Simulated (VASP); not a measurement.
# SiC (P6_3mc) in VASP: a series of runs, part 2 of 2

VASP 6.6.1.

**3. Single point, LDA**

This run uses another cell than the first one, of 10.14 Å³/atom.

INCAR reads:

```
  PREC = Accurate
  ENCUT = 600
  EDIFF = 1E-6
  ISMEAR = 0
  SIGMA = 0.02
  LREAL = False
  LASPH = True
  NELM = 120
  ALGO = Normal
  ISIF = 2
  LWAVE = False
  LCHARG = True
  GGA = CA
  LELF = True
  LVHAR = True
  NBANDS = 36
  GGA_COMPAT = False
```

KPOINTS reads:

```
regular mesh
0
Gamma
  12 12 2
```

POSCAR reads:

```
SiC
1.0
    3.0592447673      0.0000000000      0.0000000000
   -1.5296223837      2.6493836849      0.0000000000
    0.0000000000      0.0000000000     15.0108680938
Si C
6 6
Direct
    0.0000000000      0.0000000000      0.1250400880
    0.0000000000      0.0000000000      0.6250400880
    0.3333333333      0.6666666667      0.2918179803
    0.6666666667      0.3333333333      0.7918179803
    0.3333333333      0.6666666667      0.9583073463
    0.6666666667      0.3333333333      0.4583073463
    0.0000000000      0.0000000000     -0.0003126071
    0.0000000000      0.0000000000      0.4996873929
    0.3333333333      0.6666666667      0.1668280638
    0.6666666667      0.3333333333      0.6668280638
    0.3333333333      0.6666666667      0.8333191288
    0.6666666667      0.3333333333      0.3333191288
```

Potentials or basis: VASP PAW LDA potentials, release 64 (Si, C).

On the command line:

```
cat potpaw_LDA.64/Si/POTCAR potpaw_LDA.64/C/POTCAR > POTCAR
mpirun -np 1 vasp_std > vasp.out
```

OUTCAR:

```text
PREC = Accurate
   ENCUT = 600
   EDIFF = 1E-6
   ISMEAR = 0
   LREAL = False
   LASPH = True
   NELM = 120
   ISIF = 2
   GGA = CA

 ion  position               nearest neighbor table
   1  0.000  0.000  0.125-   9 1.87   9 1.87   9 1.87   7 1.88   5 3.06   5 3.06   5 3.06   3 3.06
                             3 3.06   3 3.06
   2  0.000  0.000  0.625-  10 1.87  10 1.87  10 1.87   8 1.88   6 3.06   6 3.06   6 3.06   4 3.06
                             4 3.06   4 3.06
   3  0.333  0.667  0.292-  12 1.87  12 1.87  12 1.87   9 1.88   6 3.06   6 3.06   6 3.06   1 3.06
                             1 3.06   1 3.06
   4  0.667  0.333  0.792-  11 1.87  11 1.87  11 1.87  10 1.88   5 3.06   5 3.06   5 3.06   2 3.06
                             2 3.06   2 3.06
   5  0.333  0.667  0.958-   7 1.87   7 1.87   7 1.87  11 1.88   4 3.06   4 3.06   4 3.06   1 3.06
                             1 3.06   1 3.06
   6  0.667  0.333  0.458-   8 1.87   8 1.87   8 1.87  12 1.88   3 3.06   3 3.06   3 3.06   2 3.06
                             2 3.06   2 3.06
   7  0.000  0.000  1.000-   5 1.87   5 1.87   5 1.87   1 1.88
   8  0.000  0.000  0.500-   6 1.87   6 1.87   6 1.87   2 1.88
   9  0.333  0.667  0.167-   1 1.87   1 1.87   1 1.87   3 1.88
  10  0.667  0.333  0.667-   2 1.87   2 1.87   2 1.87   4 1.88
  11  0.333  0.667  0.833-   4 1.87   4 1.87   4 1.87   5 1.88
  12  0.667  0.333  0.333-   3 1.87   3 1.87   3 1.87   6 1.88

  LATTYP: Found a hexagonal cell.
 ALAT       =     3.0592447673
 C/A-ratio  =     4.9067234679

  Lattice vectors:

 A1 = (   3.0592447673,   0.0000000000,   0.0000000000)
 A2 = (  -1.5296223837,   2.6493836849,   0.0000000000)
 A3 = (   0.0000000000,   0.0000000000,  15.0108680938)

Analysis of symmetry for initial positions (statically):
=====================================================================
 Subroutine PRICEL returns:
 Original cell was already a primitive cell.

 Routine SETGRP: Setting up the symmetry group for a
 hexagonal supercell.

 Subroutine GETGRP returns: Found 12 space group operations
[... 170 lines left out ...]
 non-spin polarized calculation
 Gauss-broadening in eV      SIGMA  =   0.02
  energy-cutoff  :      600.00
  volume of cell :      121.66
 maximum number of plane-waves:      4100
   NGX = 13   NGY = 13   NGZ = 59

 number of electron      47.9999999 magnetization

 Free energy of the ion-electron system (eV)
  ---------------------------------------------------
  ext. energy  EPLUGINS =         0.00000000
  ---------------------------------------------------
  free energy    TOTEN  =       -99.88178762 eV

  energy without entropy =      -99.88178762  energy(sigma->0) =      -99.88178762

 E-fermi :   8.4564     XC(G=0): -11.6409

 val. band max:        8.3383873672   @ k =   0.0000   0.0000   0.0000
 cond. band min:      10.3045633315   @ k =   0.5000   0.0000   0.0000
 fundamental gap:      1.9661759643
 Fermi energy:         8.4564179048

 k-point     1 :       0.0000    0.0000    0.0000
  band No.  band energies     occupation
      1      -7.1889      2.00000
      2      -6.6568      2.00000
      3      -6.6211      2.00000
      4      -5.0885      2.00000
      5      -5.0602      2.00000
      6      -3.4946      2.00000
[... 925 lines left out ...]
     35      16.2465      0.00000
     36      16.2487      0.00000

 [... further k-points ...]

------------------------ aborting loop because EDIFF is reached ----------------------------------------

  FORCE on cell =-STRESS in cart. coord.  units (eV):
  Direction    XX          YY          ZZ          XY          YZ          ZX
  --------------------------------------------------------------------------------------
  -------------------------------------------------------------------------------------
  Total        0.1858883      0.1858883      0.1882552     -0.0000000      0.0000000     -0.0000000
  in kB        2.4479227      2.4479227      2.4790919     -0.0000000      0.0000000     -0.0000000
  external PRESSURE =       2.4583124 kB  Pullay stress =       0.0000000 kB

 VOLUME and BASIS-vectors are now :
 -----------------------------------------------------------------------------
  energy-cutoff  :      600.00
  volume of cell :      121.66
      direct lattice vectors                 reciprocal lattice vectors
     3.059244767  0.000000000  0.000000000     0.326878062  0.188723137  0.000000000
    -1.529622384  2.649383685  0.000000000     0.000000000  0.377446274  0.000000000
     0.000000000  0.000000000 15.010868094     0.000000000  0.000000000  0.066618399

 POSITION                                       TOTAL-FORCE (eV/Angst)
 -----------------------------------------------------------------------------------
      0.00000      0.00000      1.87696        -0.000000     -0.000000      0.001174
      0.00000      0.00000      9.38239         0.000000      0.000000      0.001174
     -0.00000      1.76626      4.38044        -0.000000      0.000000     -0.000140
      1.52962      0.88313     11.88588         0.000000     -0.000000     -0.000140
     -0.00000      1.76626     14.38503        -0.000000      0.000000     -0.000873
      1.52962      0.88313      6.87959         0.000000     -0.000000     -0.000873
      0.00000      0.00000     15.00618        -0.000000     -0.000000     -0.000286
      0.00000      0.00000      7.50074        -0.000000      0.000000     -0.000286
     -0.00000      1.76626      2.50423        -0.000000      0.000000      0.000281
      1.52962      0.88313     10.00967         0.000000     -0.000000      0.000281
     -0.00000      1.76626     12.50884         0.000000      0.000000     -0.000156
      1.52962      0.88313      5.00341        -0.000000     -0.000000     -0.000156
 -----------------------------------------------------------------------------------
    total drift:                               -0.000000     -0.000000      0.000055

  FREE ENERGIE OF THE ION-ELECTRON SYSTEM (eV)
  ---------------------------------------------------
  free  energy   TOTEN  =       -99.8817876165 eV

  energy  without entropy=      -99.8817876165  energy(sigma->0) =      -99.88178762
```

OSZICAR:

```text
N       E                     dE             d eps       ncg     rms          rms(c)
DAV:   1     0.128276868634E+03    0.12828E+03   -0.24079E+04  2736   0.136E+03
DAV:   2    -0.996778077774E+02   -0.22795E+03   -0.21346E+03  3516   0.218E+02
DAV:   3    -0.112252010353E+03   -0.12574E+02   -0.12481E+02  3612   0.489E+01
DAV:   4    -0.112449239432E+03   -0.19723E+00   -0.19677E+00  3536   0.712E+00
DAV:   5    -0.112453425481E+03   -0.41860E-02   -0.41830E-02  3500   0.990E-01    0.227E+01
DAV:   6    -0.100398773621E+03    0.12055E+02   -0.35657E+01  3384   0.220E+01    0.104E+01
DAV:   7    -0.100003594565E+03    0.39518E+00   -0.34945E+00  3600   0.720E+00    0.408E+00
DAV:   8    -0.998999996099E+02    0.10359E+00   -0.23234E-01  3312   0.190E+00    0.143E+00
DAV:   9    -0.998816377791E+02    0.18362E-01   -0.33677E-02  3380   0.809E-01    0.176E-01
DAV:  10    -0.998817819834E+02   -0.14420E-03   -0.16503E-03  3344   0.189E-01    0.947E-02
DAV:  11    -0.998817982780E+02   -0.16295E-04   -0.56825E-05  3572   0.409E-02    0.275E-02
DAV:  12    -0.998817886534E+02    0.96247E-05   -0.19461E-05  3328   0.180E-02    0.123E-02
DAV:  13    -0.998817876174E+02    0.10360E-05   -0.39869E-06  2944   0.779E-03    0.192E-03
DAV:  14    -0.998817876165E+02    0.89949E-09   -0.21627E-07  1980   0.260E-03
   1 F= -.99881788E+02 E0= -.99881788E+02  d E =-.586706E-19
```

stdout:

```text
POSCAR found type information on POSCAR SiC
 POSCAR found :  2 types and      12 ions
 scaLAPACK will be used
 LDA part: xc-table for (Slater(with rela. corr.)+CA(PZ))
 , standard interpolation
 POSCAR, INCAR and KPOINTS ok, starting setup
 FFT: planning ... GRIDC
 FFT: planning ... GRID_SOFT
 FFT: planning ... GRID
 WAVECAR not read
 entering main loop
```

Run time: 4.4 min. Hardware: 1 thread of Oxide Virtual Turin-like, shared host; peak memory 0.26 GiB.

Results:

- Free energy: -99.8818 eV
- Pressure: 0.2 GPa
- Band gap on the k mesh: 1.97 eV (least direct gap 3.07 eV)

**4. Relaxation of cell and atoms, LDA**

INCAR reads:

```
PREC = Accurate ; ENCUT = 600
EDIFF = 1E-7 ; ISMEAR = 0
SIGMA = 0.02 ; LREAL = False
LASPH = True ; NELM = 120
ALGO = Normal ; ISIF = 3
LWAVE = False ; LCHARG = False
IBRION = 2 ; NSW = 100
EDIFFG = -0.005 ; GGA_COMPAT = False
NELMIN = 4
```

KPOINTS is that of step 3.

POSCAR reads:

```
SiC
1.0
    3.0950005955      0.0000000000      0.0000000000
   -1.5475002978      2.6803491404      0.0000000000
    0.0000000000      0.0000000000     15.1700000000
Si C
6 6
Direct
    0.0000000000      0.0000000000      0.1250000000
    0.0000000000      0.0000000000      0.6250000000
    0.3333333333      0.6666666667      0.2917000000
    0.6666666667      0.3333333333      0.7917000000
    0.3333333333      0.6666666667      0.9583000000
    0.6666666667      0.3333333333      0.4583000000
    0.0000000000      0.0000000000      0.0000000000
    0.0000000000      0.0000000000      0.5000000000
    0.3333333333      0.6666666667      0.1667000000
    0.6666666667      0.3333333333      0.6667000000
    0.3333333333      0.6666666667      0.8333000000
    0.6666666667      0.3333333333      0.3333000000
```

On the command line:

```
cat potpaw_LDA.64/Si/POTCAR potpaw_LDA.64/C/POTCAR > POTCAR
mpirun -np 1 vasp_std > vasp.out
```

Wall time 22 min (1 thread of Oxide Virtual Turin-like, shared host); peak memory 0.29 GiB.

Results (log left out):

* Free energy: -99.8872 eV
* Relaxed volume: 10.15 Å³/atom
* Relaxed cell: a = 3.060 Å, b = 3.060 Å, c = 15.016 Å, α = 90.00°, β = 90.00°, γ = 120.00°
* Space group after relaxing (to 0.1 Å): P6_3mc (No. 186)
* Energy gained by relaxing: 7.7 meV/atom
* Ionic steps: 8
* Pressure after relaxing: 0.0 GPa
* Band gap on the k mesh: 1.97 eV (least direct gap 3.07 eV)

The path:
| step | energy change (eV) | largest force (eV/Å) | pressure (GPa) | volume (Å³) |
| --- | --- | --- | --- | --- |
| 1 | 0.0000 | 0.1438 | -7.05 | 125.85 |
| 2 | 0.0157 | 0.1289 | 8.50 | 117.63 |
| 3 | -0.0926 | 0.0268 | -0.05 | 121.81 |
| 4 | -0.0926 | 0.0266 | 0.10 | 121.73 |
| 5 | -0.0927 | 0.0130 | 0.11 | 121.73 |
| 6 | -0.0927 | 0.0139 | 0.11 | 121.73 |
| 7 | -0.0928 | 0.0088 | -0.09 | 121.83 |
| 8 | -0.0928 | 0.0011 | 0.00 | 121.79 |

Final structure:
```
Si C
1.0
     3.06026    0.00000    0.00000
    -1.53013    2.65026    0.00000
     0.00000    0.00000   15.01606
Si C
6 6
Direct
  0.00000 0.00000 0.12504
  0.00000 0.00000 0.62504
  0.33333 0.66667 0.29182
  0.66667 0.33333 0.79182
  0.33333 0.66667 0.95831
  0.66667 0.33333 0.45831
  0.00000 0.00000 0.99969
  0.00000 0.00000 0.49969
  0.33333 0.66667 0.16683
  0.66667 0.33333 0.66683
  0.33333 0.66667 0.83332
  0.66667 0.33333 0.33332
```

Levels at points of the mesh, in eV from the valence-band top:
| k point | band 22 | band 23 | band 24 | band 25 | band 26 | band 27 |
| --- | --- | --- | --- | --- | --- | --- |
| (0.00, 0.00, 0.00) | -0.04 | 0.00 | 0.00 | 5.31 | 5.47 | 5.89 |
| (0.50, 0.00, 0.00) | -1.80 | -1.69 | -1.11 | 1.97 | 2.16 | 3.16 |
| (0.00, 0.00, 0.50) | -0.10 | -0.10 | -0.10 | 5.37 | 5.37 | 6.12 |
| (0.50, 0.00, 0.50) | -1.73 | -1.32 | -1.32 | 2.01 | 2.01 | 3.38 |

A k mesh can miss the band edges. Zero-point motion and thermal expansion aren't in these numbers.

**5. Overview**

| task | cell | k mesh | smearing | gap on the mesh (eV) | pressure (GPa) |
| --- | --- | --- | --- | --- | --- |
| single point | a = 3.095, b = 3.095, c = 15.170 Å, angles 90.0, 90.0, 120.0°, 12 atoms, atomic positions A | 6 × 6 × 2 | gaussian 0.1 eV | 1.96 | -7.0 |
| single point | a = 3.059, b = 3.059, c = 15.011 Å, angles 90.0, 90.0, 120.0°, 12 atoms, atomic positions B | 12 × 12 × 2 | gaussian 0.02 eV | 1.97 | 0.2 |
| relaxation of cell and atoms | relaxed from a = 3.095, b = 3.095, c = 15.170 Å, angles 90.0, 90.0, 120.0°, 12 atoms, atomic positions A | 12 × 12 × 2 | gaussian 0.02 eV | 1.97 | 0.0 |

Alike in all rows: level LDA; potentials or basis VASP PAW LDA potentials, release 64 (Si, C); no spin polarisation; cutoff (eV) 600.

Caveats: the cell stands under tension (at least some runs).

Absolute energies hang on the potentials; compare differences alone.
